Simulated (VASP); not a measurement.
Input of a VASP 6.6.1 run:

INCAR

```
PREC = Accurate
ENCUT = 520
EDIFF = 1E-6
ISMEAR = 0
SIGMA = 0.1
LREAL = F
LASPH = T
NELM = 80
ALGO = Normal
ISIF = 2
LWAVE = F
LCHARG = F
GGA = PS
NBANDS = 19
```

KPOINTS

```
Automatic mesh
0
Gamma
  15 15 8
```

Contents of POSCAR:

```
TiTe2
1.0
    3.6598005501      0.0000000000      0.0000000000
   -1.8299002750      3.1694802492      0.0000000000
    0.0000000000      0.0000000000      6.4913070600
Ti Te
1 2
Direct
    0.0000000000      0.0000000000      0.0000000000
    0.6666666667      0.3333333333      0.3099200705
    0.3333333333      0.6666666667      0.6900799295
```

Potentials or basis: VASP PAW PBE potentials, release 64 (Ti_sv, Te).

Command:

```bash
$ cat potpaw_PBE.64/Ti_sv/POTCAR potpaw_PBE.64/Te/POTCAR > POTCAR
$ mpirun -np 1 vasp_std > vasp.out
```

Problem. Estimate the band gap on the k mesh.

Solution. Zero (bands 12 and 13 overlap by 0.92 eV).

Problem. What does it give for the pressure?

Solution. -5.7 GPa.

Problem. Estimate the largest force.

Solution. 2.351 eV/Å.

Stress tensor (GPa, compression positive):
```
 -3.03   0.00   0.00
  0.00  -3.03   0.00
  0.00   0.00 -10.98
```

Caveat: the cell differs from its parent crystal (strained); the stress differs along the axes, from -11 to -3 GPa; the PAW data sets were made with another functional, which shifts forces and pressure a little; spin-orbit coupling is left out, which moves the levels of the heavy elements.
